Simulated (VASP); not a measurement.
Input of a VASP 6.6.1 run:

The input INCAR:

```
ALGO     = Normal         # electronic algorithm
EDIFF    = 1E-6           # SCF threshold, eV
ENCUT    = 520            # plane-wave cutoff, eV
GGA      = PS             # functional
ISIF     = 2              # what is computed and relaxed
ISMEAR   = 0              # smearing method
LASPH    = T              # aspherical terms in the spheres
LCHARG   = T              # write CHGCAR
LELF     = T              # ELF
LREAL    = F              # projectors in reciprocal space
LVHAR    = T            
LWAVE    = F              # write WAVECAR
NBANDS   = 9              # bands
NELM     = 60             # most SCF steps
PREC     = Accurate       # precision mode
SIGMA    = 0.15           # smearing width, eV
```

Contents of KPOINTS:

```
k-points
0
Gamma
  24 24 14
```

POSCAR

```
Be
1.0
    2.4275088034      0.0000000000      0.0000000000
   -1.2137544017      2.1022842916      0.0000000000
    0.0000000000      0.0000000000      3.2311491929
Be
2
Direct
    0.3333333333      0.6666666667      0.2500000000
    0.6666666667      0.3333333333      0.7500000000
```

Potentials or basis: VASP PAW PBE potentials, release 64 (Be).

Launch:

```sh
$ cat potpaw_PBE.64/Be/POTCAR > POTCAR
$ mpirun -np 1 vasp_std > vasp.out
```

(1) Predict the band gap on the k mesh.

(2) What does it give for the pressure?

Answers

(1) zero (band 2 reaches 7.99 eV, above the bottom of band 3 at 4.69 eV).

(2) -1.0 GPa.

Caveat: the PAW data sets were made with another functional, which shifts forces and pressure a little.
